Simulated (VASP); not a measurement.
# Be16H (a cell with a defect) in VASP: single point with PBE

Aim: the single point of Be16H (a cell with a defect) with PBE.

Everything below comes from runs of VASP 6.6.1. Logs are shortened: lines on timing, memory, paths and dates and some standing lists are left out, and cuts for length are marked.

**1. The cell of the first run**

The cell holds a defect, 17 atoms: a = 4.580 Å, b = 3.966 Å, c = 7.177 Å, α = 90.00°, β = 90.00°, γ = 90.00°.

**2. Single point, PBE**

The input, INCAR:

```
SYSTEM = Be16H
  PREC = Accurate
  ENCUT = 520
  EDIFF = 1E-7
  ISMEAR = 0
  SIGMA = 0.1
  LREAL = Auto
  LASPH = .True.
  NELM = 100
  ALGO = Normal
  ISIF = 2
  LWAVE = .False.
  LCHARG = .False.
  GGA = PE
  NBANDS = 30
```

The input, KPOINTS:

```
Automatic mesh
0
Gamma
  5 5 3
  0 0 0
```

The input, POSCAR:

```
Be16H
1.0
   -2.2900000000     -3.9663960000      0.0000000000
    3.4350000000     -1.9831980000      0.0000000000
    0.0000000000      0.0000000000      7.1768600000
Be H
16 1
Direct
    0.7494733722      0.4985805286     -0.0009879278
    0.5000314231      0.3360134844      0.2497827921
    0.7519425098      0.4984936813      0.4973582144
    0.5000299456      0.3669163121      0.7511846252
    0.5000301946     -0.0000623720      0.0069346010
    0.2490564123      0.8337906169      0.2492175962
    0.5000304181      0.0001669810      0.4956952197
    0.2290171903      0.8210858228      0.7502361503
    0.2505908477      0.4985712021     -0.0009832757
    0.0000353582      0.3321892001      0.2471165813
    0.2481343171      0.4984806911      0.4973583515
    0.0000466205      0.3218184252      0.7477273503
    0.0000342278     -0.0014985422     -0.0008987429
    0.7510081387      0.8337954932      0.2492152520
    0.0000466228     -0.0005533319      0.4953082359
    0.7710277117      0.8211171058      0.7502295286
    0.5000447895      0.0051621016      0.7157956479
```

Potentials or basis: VASP PAW PBE potentials, release 64 (Be, H).

Run with:

```
cat potpaw_PBE.64/Be/POTCAR potpaw_PBE.64/H/POTCAR > POTCAR
mpirun -np 1 vasp_std > vasp.out
```

OUTCAR:

```text
SYSTEM = Be16H
   PREC = Accurate
   ENCUT = 520
   EDIFF = 1E-7
   ISMEAR = 0
   LREAL = Auto
   LASPH = .True.
   NELM = 100
   ISIF = 2
   GGA = PE

 ion  position               nearest neighbor table
   1  0.749  0.499  0.999-   4 2.18  16 2.20  10 2.22   2 2.23  14 2.23  12 2.25   5 2.28   9 2.28
                            13 2.29  13 2.29   5 2.29   9 2.30
   2  0.500  0.336  0.250-   5 2.19   7 2.21  11 2.21   3 2.21   9 2.23   1 2.23   6 2.28  14 2.28
                            10 2.29  10 2.29  14 2.30   6 2.30
   3  0.752  0.498  0.497-   2 2.21   4 2.22  16 2.22  14 2.22  10 2.23  12 2.24  11 2.27  15 2.28
                             7 2.29  15 2.29   7 2.30  11 2.31
   4  0.500  0.367  0.751-  17 1.46   1 2.18   9 2.18   8 2.19  16 2.19  11 2.22   3 2.22  12 2.30
                            12 2.30   7 2.34   5 2.34
   5  0.500  1.000  0.007-  14 2.19   6 2.19   2 2.19   9 2.28   1 2.28  13 2.29  13 2.29   1 2.29
                             9 2.29  16 2.33   8 2.33   4 2.34
   6  0.249  0.834  0.249-   5 2.19  15 2.20   7 2.21  11 2.22  13 2.22   9 2.23  14 2.28  10 2.28
                             2 2.28  10 2.29  14 2.30   2 2.30
   7  0.500  0.000  0.496-  17 1.58   6 2.21  14 2.21   2 2.21  11 2.29   3 2.29  15 2.29  15 2.29
                             3 2.30  11 2.30  16 2.32   8 2.32   4 2.34
   8  0.229  0.821  0.750-  17 1.46  16 2.10  13 2.19   4 2.19   9 2.20  11 2.22  15 2.22  12 2.24
                            12 2.25   7 2.32   5 2.33
   9  0.251  0.499  0.999-   4 2.18   8 2.20  10 2.22   2 2.23   6 2.23  12 2.25   5 2.28   1 2.28
                            13 2.29  13 2.29   5 2.29   1 2.30
  10  0.000  0.332  0.247-  15 2.22  13 2.22   9 2.22   1 2.22  11 2.23   3 2.23  14 2.28   6 2.28
                             2 2.29   2 2.29   6 2.29  14 2.29
  11  0.248  0.498  0.497-   2 2.21   4 2.22   8 2.22   6 2.22  10 2.23  12 2.24   3 2.27  15 2.28
                             7 2.29  15 2.29   7 2.30   3 2.31
  12  0.000  0.322  0.748-  13 2.21  15 2.22  11 2.24   3 2.24   8 2.24  16 2.24  16 2.25   8 2.25
                             9 2.25   1 2.25   4 2.30   4 2.30
  13  0.000  0.999  0.999-   8 2.19  16 2.19  12 2.21  10 2.22  14 2.22   6 2.22   5 2.29   5 2.29
                             1 2.29   9 2.29   9 2.29   1 2.29
  14  0.751  0.834  0.249-   5 2.19  15 2.20   7 2.21   3 2.22  13 2.22   1 2.23   6 2.28  10 2.28
                             2 2.28  10 2.29   6 2.30   2 2.30
  15  0.000  0.999  0.495-   6 2.20  14 2.20  10 2.22  12 2.22   8 2.22  16 2.22  11 2.28   3 2.28
                             3 2.29  11 2.29   7 2.29   7 2.29
  16  0.771  0.821  0.750-  17 1.46   8 2.10  13 2.19   4 2.19   1 2.20   3 2.22  15 2.22  12 2.24
                            12 2.25   7 2.32   5 2.33
  17  0.500  0.005  0.716-   4 1.46  16 1.46   8 1.46   7 1.58

  LATTYP: Found a simple orthorhombic cell.
 ALAT       =     3.9663962620
 B/A-ratio  =     1.1547004875
 C/A-ratio  =     1.8094157835

  Lattice vectors:

 A1 = (  -3.4350000000,   1.9831980000,   0.0000000000)
 A2 = (  -2.2900000000,  -3.9663960000,   0.0000000000)
 A3 = (   0.0000000000,   0.0000000000,   7.1768600000)

Analysis of symmetry for initial positions (statically):
=====================================================================
 Subroutine PRICEL returns:
 Original cell was already a primitive cell.

 Routine SETGRP: Setting up the symmetry group for a
 simple orthorhombic supercell.

 Subroutine GETGRP returns: Found  1 space group operations
 (whereof  1 operations were pure point group operations)
 out of a pool of  8 trial point group operations.

The static configuration has the point symmetry C_1 .

Analysis of symmetry for dynamics (positions and initial velocities):
=====================================================================
 Subroutine PRICEL returns:
 Original cell was already a primitive cell.

 Routine SETGRP: Setting up the symmetry group for a
 simple orthorhombic supercell.

 Subroutine GETGRP returns: Found  1 space group operations
 (whereof  1 operations were pure point group operations)
 out of a pool of  8 trial point group operations.

The dynamic configuration has the point symmetry C_1 .

 Subroutine INISYM returns: Found  1 space group operations
 (whereof  1 operations are pure point group operations),
 and found     1 'primitive' translations

----------------------------------------------------------------------------------------

                                     Primitive cell

  volume of cell :     130.3755

  direct lattice vectors                    reciprocal lattice vectors
    -2.290000000 -3.966396000  0.000000000    -0.109170306 -0.189088533  0.000000000
     3.435000000 -1.983198000  0.000000000     0.218340611 -0.126059022  0.000000000
     0.000000000  0.000000000  7.176860000     0.000000000  0.000000000  0.139336702

  length of vectors
     4.579999697  3.966396262  7.176860000     0.218340626  0.252118027  0.139336702

  position of ions in fractional coordinates (direct lattice)
     0.749473372  0.498580529  0.999012072
     0.500031423  0.336013484  0.249782792
     0.751942510  0.498493681  0.497358214
     0.500029946  0.366916312  0.751184625
     0.500030195  0.999937628  0.006934601
     0.249056412  0.833790617  0.249217596
[... 9 lines left out ...]
     0.771027712  0.821117106  0.750229529
     0.500044790  0.005162102  0.715795648

  ion indices of the primitive-cell ions
   primitive index   ion index
                 1           1
                 2           2
                 3           3
                 4           4
                 5           5
                 6           6
[... 9 lines left out ...]
                16          16
                17          17

----------------------------------------------------------------------------------------

 KPOINTS: Automatic mesh

Automatic generation of k-mesh.
 Grid dimensions read from file:
 generate k-points for:    5    5    3

 Generating k-lattice:

  Cartesian coordinates                     Fractional coordinates (reciprocal lattice)
    -0.021834061 -0.037817707  0.000000000     0.200000000  0.000000000  0.000000000
     0.043668122 -0.025211804  0.000000000     0.000000000  0.200000000  0.000000000
     0.000000000  0.000000000  0.046445567     0.000000000  0.000000000  0.333333333

  Length of vectors
     0.043668125  0.050423605  0.046445567

  Shift w.r.t. Gamma in fractional coordinates (k-lattice)
     0.000000000  0.000000000  0.000000000

 Subroutine IBZKPT returns following result:
 ===========================================

 Found     38 irreducible k-points:

 Following reciprocal coordinates:
            Coordinates               Weight
  0.000000  0.000000  0.000000      1.000000
  0.200000  0.000000  0.000000      2.000000
  0.400000  0.000000  0.000000      2.000000
  0.000000  0.200000  0.000000      2.000000
  0.200000  0.200000  0.000000      2.000000
 -0.200000  0.200000  0.000000      2.000000
[... 16 lines left out ...]
  0.200000 -0.200000 -0.333333      2.000000
 -0.200000 -0.200000  0.333333      2.000000
 [... further k-points ...]
   k-points           NKPTS =     38   k-points in BZ     NKDIM =     38   number of bands    NBANDS=     30
   number of dos      NEDOS =    301   number of ions     NIONS =     17
   total plane-waves  NPLWV =  58320
   dimension x,y,z NGX =    36 NGY =   30 NGZ =   54
   dimension x,y,z NGXF=    72 NGYF=   60 NGZF=  108
   ions per type =              16   1
   NGX,Y,Z   is equivalent  to a cutoff of  13.07, 12.57, 12.51 a.u.
   NGXF,Y,Z  is equivalent  to a cutoff of  26.13, 25.15, 25.02 a.u.
 SYSTEM =  Be16H
   PREC   = accura    normal or accurate (medium, high low for compatibility)
   ISTART =      0    job   : 0-new  1-cont  2-samecut
   ICHARG =      2    charge: 1-file 2-atom 10-const
   ISPIN  =      1    spin polarized calculation?
   LNONCOLLINEAR =      F non collinear calculations
   LSORBIT =      F    spin-orbit coupling
   LASPH  =      T    aspherical Exc in radial PAW
   ENCUT  =  520.0 eV  38.22 Ry    6.18 a.u.   8.52  7.37 13.34*2*pi/ulx,y,z
   NELM   =    100;   NELMIN=  2; NELMDL= -5     # of ELM steps
   EDIFF  = 0.1E-06   stopping-criterion for ELM
   LREAL  =      T    real-space projection
   EDIFFG = 0.1E-05   stopping-criterion for IOM
   NSW    =      0    number of steps for IOM
   IBRION =     -1    ionic relax: 0-MD 1-quasi-New 2-CG
   NFREE  =      0    steps in history (QN), initial steepest desc. (CG)
   ISIF   =      2    stress and relaxation
   ISYM   =      2    0-nonsym 1-usesym 2-fastsym
   POTIM  = 0.5000    time-step for ionic-motion
   TEBEG  =    0.0;   TEEND  =   0.0 temperature during run
   PSTRESS=    0.0 pullay stress
   NELECT =      33.0000    total number of electrons
   NUPDOWN=      -1.0000    fix difference up-down
   EMIN   =  10.00;   EMAX   =-10.00  energy-range for DOS
   EFERMI =   0.00;   METHOD = LEGACY
   ISMEAR =     0;   SIGMA  =   0.10  broadening in eV -4-tet -1-fermi 0-gaus
   EFERMI_NEDOS =   21; number of points for ismear=-14 and -15
   IALGO  =     38    algorithm
   IMIX   =      4    mixing-type and parameters
     AMIX     =   0.40;   BMIX     =  1.00
     AMIX_MAG =   1.60;   BMIX_MAG =  1.00
  volume/ion in A,a.u.               =       7.67        51.75
  Fermi-wavevector in a.u.,A,eV,Ry     =   1.035573  1.956950 14.591049  1.072412
  Thomas-Fermi vector in A             =   2.169923
   LORBIT       =      0    0 simple, 1 ext, 2 COOP (PROOUT), +10 PAW based schemes
   GGA     = PE    functional components
   LHFCALC =     F    Hartree Fock is set to
   AEXX    =    0.0000 exact exchange contribution
   IVDW    =     0    specifies the selected vdW correction
   LEPSILON=     F    determine dielectric tensor
   LRPA    =     F    only Hartree local field effects (RPA)
 non-spin polarized calculation
 Gauss-broadening in eV      SIGMA  =   0.10
  energy-cutoff  :      520.00
  volume of cell :      130.38
 maximum number of plane-waves:      3529
 NGX is ok and might be reduce to    36
   NGX = 17   NGY = 15   NGZ = 27

 number of electron      33.0000001 magnetization

 Free energy of the ion-electron system (eV)
  ---------------------------------------------------
  ext. energy  EPLUGINS =         0.00000000
  ---------------------------------------------------
  free energy    TOTEN  =       -61.88857304 eV

  energy without entropy =      -61.87870814  energy(sigma->0) =      -61.88364059

 E-fermi :   7.4080     XC(G=0): -10.5781

 val. band max:        7.3350240717   @ k =  -0.2000   0.4000   0.0000
 cond. band min:       7.4320661847   @ k =   0.4000   0.0000   0.0000
 fundamental gap:      0.0970421130
 Fermi energy:         7.4080357880

 k-point     1 :       0.0000    0.0000    0.0000
  band No.  band energies     occupation
      1      -5.1437      2.00000
      2      -2.9639      2.00000
      3      -2.1793      2.00000
      4      -0.3037      2.00000
      5       0.9641      2.00000
      6       1.5347      2.00000
[... 20 lines left out ...]
     27      10.4052      0.00000
     28      10.4247      0.00000

 k-point     2 :       0.2000    0.0000    0.0000
  band No.  band energies     occupation
      1      -4.9803      2.00000
      2      -2.8415      2.00000
      3      -1.9620      2.00000
      4      -1.2738      2.00000
      5       0.4008      2.00000
      6       1.2284      2.00000
[... 674 lines left out ...]
 k-point    24 :      -0.2000   -0.2000    0.3333
  band No.  band energies     occupation
      1      -4.6797      2.00000
      2      -3.0995      2.00000
      3      -1.4863      2.00000
      4      -0.2346      2.00000
      5       0.1116      2.00000
      6       0.4153      2.00000
[... 20 lines left out ...]
     27      11.9782      0.00000
     28      12.6618      0.00000

 [... further k-points ...]

 [bands above 28 left out]

------------------------ aborting loop because EDIFF is reached ----------------------------------------

  FORCE on cell =-STRESS in cart. coord.  units (eV):
  Direction    XX          YY          ZZ          XY          YZ          ZX
  --------------------------------------------------------------------------------------
  -------------------------------------------------------------------------------------
  Total       -0.1574743      1.0961106      1.1587486      1.0867497      0.0559441     -0.0970058
  in kB       -1.9351929     13.4700417     14.2397962     13.3550060      0.6874935     -1.1920991
  external PRESSURE =       8.5915483 kB  Pullay stress =       0.0000000 kB

 VOLUME and BASIS-vectors are now :
 -----------------------------------------------------------------------------
  energy-cutoff  :      520.00
  volume of cell :      130.38
      direct lattice vectors                 reciprocal lattice vectors
    -2.290000000 -3.966396000  0.000000000    -0.109170306 -0.189088533  0.000000000
     3.435000000 -1.983198000  0.000000000     0.218340611 -0.126059022  0.000000000
     0.000000000  0.000000000  7.176860000     0.000000000  0.000000000  0.139336702

 POSITION                                       TOTAL-FORCE (eV/Angst)
 -----------------------------------------------------------------------------------
     -0.00367     -3.96149      7.16977        -0.003802     -0.004877     -0.015126
      0.00913     -2.64970      1.79266         0.002353     -0.001554      0.004611
     -0.00962     -3.97111      3.56947         0.005782     -0.000956      0.024638
      0.11529     -2.71098      5.39115         0.007340     -0.004538     -0.012077
      2.28972     -3.96639      0.04977        -0.001627      0.000866     -0.008509
      2.29373     -2.64143      1.78860        -0.004487      0.009581      0.002322
[... 9 lines left out ...]
      1.05488     -4.68664      5.38429        -0.006540      0.001518     -0.003494
     -1.12737     -1.99361      5.13717         0.014745     -0.007447      0.027824
 -----------------------------------------------------------------------------------
    total drift:                               -0.000402      0.000492     -0.000725

  FREE ENERGIE OF THE ION-ELECTRON SYSTEM (eV)
  ---------------------------------------------------
  free  energy   TOTEN  =       -61.8885730370 eV

  energy  without entropy=      -61.8787081372  energy(sigma->0) =      -61.88364059
```

It took 6.7 min on 1 thread of Intel Xeon 8259CL, shared host; peak memory 0.27 GiB.

Results:

* Free energy: -61.8886 eV
* Pressure: 0.9 GPa
* Largest force: 0.032 eV/Å
* Band gap on the k mesh: zero (an odd number of electrons rules out a gap without spin polarisation)

Forces in eV/Å, atoms in the order of the input:
```
Be  -0.004 -0.005 -0.015
Be   0.002 -0.002  0.005
Be   0.006 -0.001  0.025
Be   0.007 -0.005 -0.012
Be  -0.002  0.001 -0.009
Be  -0.004  0.010  0.002
Be  -0.006  0.003 -0.029
Be  -0.004  0.003 -0.004
Be   0.002  0.006 -0.015
Be   0.001 -0.001  0.010
Be   0.004 -0.005  0.025
Be   0.000  0.001 -0.022
Be   0.000  0.000  0.009
Be  -0.011 -0.001  0.002
Be   0.000  0.001  0.004
Be  -0.007  0.002 -0.003
H    0.015 -0.007  0.028
```

Levels at points of the mesh, in eV from the Fermi level:
```tsv
k point	band 14	band 15	band 16	band 17	band 18	band 19
(0.00, 0.00, 0.00)	-3.72	-0.83	0.14	0.37	0.52	0.80
```
